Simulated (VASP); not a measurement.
# Ge6F in VASP: a series of runs, part 2 of 2

VASP 6.6.1.

### Step 5. Single point, PBE

INCAR reads:

```
PREC     = Accurate       # precision mode
ENCUT    = 520            # plane-wave cutoff, eV
EDIFF    = 1E-7           # SCF threshold, eV
ISMEAR   = 0              # smearing method
SIGMA    = 0.1            # smearing width, eV
LREAL    = False          # projectors in reciprocal space
LASPH    = True           # aspherical terms in the spheres
NELM     = 100            # most SCF steps
ALGO     = Normal         # electronic algorithm
ISIF     = 2              # what is computed and relaxed
LWAVE    = False          # write WAVECAR
LCHARG   = False          # write CHGCAR
LDIPOL   = True         
IDIPOL   = 3            
DIPOL    = 0.5 0.5 0.336
GGA      = PE             # functional
NBANDS   = 54             # bands
```

KPOINTS reads:

```
regular mesh
0
Gamma
  7 5 1
```

POSCAR reads:

```
Ge6F
1.0
    4.0740542126      0.0000000000      0.0000000000
    0.0000000000      5.7615827213      0.0000000000
    0.0000000000      0.0000000000     19.5242196736
Ge F
6 1
Direct
    0.5000000000      0.0000000000      0.2048737449
    0.0000000000      0.2500000000      0.2048737449
    0.0000000000      0.5005156572      0.3087424246
    0.5000000000      0.7494843428      0.3087424246
    0.5000000000      0.0069199665      0.4109879835
    0.0000000000      0.2430800335      0.4109879835
    0.5000000000      0.1735866331      0.5001891236
```

Potentials or basis: VASP PAW PBE potentials, release 64 (Ge_d, F).

Command:

```bash
cat potpaw_PBE.64/Ge_d/POTCAR potpaw_PBE.64/F/POTCAR > POTCAR
mpirun -np 1 vasp_std > vasp.out
```

OUTCAR:

```text
PREC = Accurate
   ENCUT = 520
   EDIFF = 1E-7
   ISMEAR = 0
   LREAL = False
   LASPH = True
   NELM = 100
   ISIF = 2
   GGA = PE

 ion  position               nearest neighbor table
   1  0.500  0.000  0.205-   4 2.49   2 2.49   2 2.49
   2  0.000  0.250  0.205-   3 2.49   1 2.49   1 2.49
   3  0.000  0.501  0.309-   6 2.49   2 2.49   4 2.49   4 2.49
   4  0.500  0.749  0.309-   5 2.49   1 2.49   3 2.49   3 2.49
   5  0.500  0.007  0.411-   7 1.99   6 2.45   6 2.45   4 2.49
   6  0.000  0.243  0.411-   5 2.45   5 2.45   3 2.49
   7  0.500  0.174  0.500-   5 1.99

  LATTYP: Found a simple orthorhombic cell.
 ALAT       =     4.0740542126
 B/A-ratio  =     1.4142135624
 C/A-ratio  =     4.7923318284

  Lattice vectors:

 A1 = (   4.0740542126,   0.0000000000,   0.0000000000)
 A2 = (   0.0000000000,   5.7615827213,   0.0000000000)
 A3 = (   0.0000000000,   0.0000000000,  19.5242196736)

Analysis of symmetry for initial positions (statically):
=====================================================================
 Subroutine PRICEL returns:
[... 182 lines left out ...]
      2     -26.9762      2.00000
      3     -26.9648      2.00000
      4     -26.8965      2.00000
      5     -26.8952      2.00000
      6     -26.8546      2.00000
[... 673 lines left out ...]
     53       2.6794      0.00000
     54       3.1467      0.00000

------------------------ aborting loop because EDIFF is reached ----------------------------------------

 vacuum level on the upper side and lower side of the slab       (xc-potential included)         0.866        -1.032

  FORCE on cell =-STRESS in cart. coord.  units (eV):
  Direction    XX          YY          ZZ          XY          YZ          ZX
  --------------------------------------------------------------------------------------
  -------------------------------------------------------------------------------------
  Total        2.5602654      0.6842108     -0.1069413      0.0000000     -0.0792275      0.0000000
  in kB        8.9506233      2.3919838     -0.3738639      0.0000000     -0.2769775      0.0000000
  external PRESSURE =       3.6562477 kB  Pullay stress =       0.0000000 kB

 VOLUME and BASIS-vectors are now :
 -----------------------------------------------------------------------------
  energy-cutoff  :      520.00
  volume of cell :      458.29
      direct lattice vectors                 reciprocal lattice vectors
     4.074054213  0.000000000  0.000000000     0.245455742  0.000000000  0.000000000
     0.000000000  5.761582721  0.000000000     0.000000000  0.173563420  0.000000000
     0.000000000  0.000000000 19.524219674     0.000000000  0.000000000  0.051218436

 POSITION                                       TOTAL-FORCE (eV/Angst)
 -----------------------------------------------------------------------------------
      2.03703      0.00000      4.00000         0.000000     -0.089065     -0.031232
      0.00000      1.44040      4.00000         0.000000     -0.001086      0.288690
      0.00000      2.88376      6.02795         0.000000     -0.137991     -0.137953
      2.03703      4.31822      6.02795         0.000000     -0.175266     -0.328926
      2.03703      0.03987      8.02422         0.000000      1.203765      0.746603
      0.00000      1.40053      8.02422         0.000000     -0.186951     -0.575527
      2.03703      1.00013      9.76580         0.000000     -0.613405      0.038346
 -----------------------------------------------------------------------------------
    total drift:                                0.000000     -0.000104     -0.001411

  FREE ENERGIE OF THE ION-ELECTRON SYSTEM (eV)
  ---------------------------------------------------
  free  energy   TOTEN  =       -28.1037800841 eV

  energy  without entropy=      -28.0940932202  energy(sigma->0) =      -28.09893665

 vacuum level on the upper side and lower side of the slab         4.037         2.083
```

Run time: 5.6 min. Hardware: 1 thread of Intel Xeon 6975P-C (Granite Rapids), shared host; peak memory 0.63 GiB.

Results:

- Free energy: -28.1038 eV
- Largest force: 1.416 eV/Å
- Band gap on the k mesh: zero (an odd number of electrons rules out a gap without spin polarisation)

Forces in eV/Å, atoms in the order of the input:
```
Ge   0.000 -0.089 -0.031
Ge   0.000 -0.001  0.289
Ge   0.000 -0.138 -0.138
Ge   0.000 -0.175 -0.329
Ge   0.000  1.204  0.747
Ge   0.000 -0.187 -0.576
F    0.000 -0.613  0.038
```

Caveat: an odd number of electrons without spin polarisation forces a metal; a magnetic or distorted state may lie lower.

### Step 6. Summary

```csv
cell,gap on the mesh (eV),largest force (eV/Å)
"as given, atomic positions A",none,1.04
"as given, atomic positions B",none,0.87
"as given, atomic positions C",none,1.53
"as given, atomic positions D",none,1.42
```

Alike in all rows: task single point; level PBE; potentials or basis VASP PAW PBE potentials, release 64 (Ge_d, F); no spin polarisation; k mesh 7 × 5 × 1; cutoff (eV) 520; smearing gaussian 0.1 eV.

Caveats: an odd number of electrons without spin polarisation forces a metal; a magnetic or distorted state may lie lower.

Absolute energies hang on the potentials; compare differences alone.
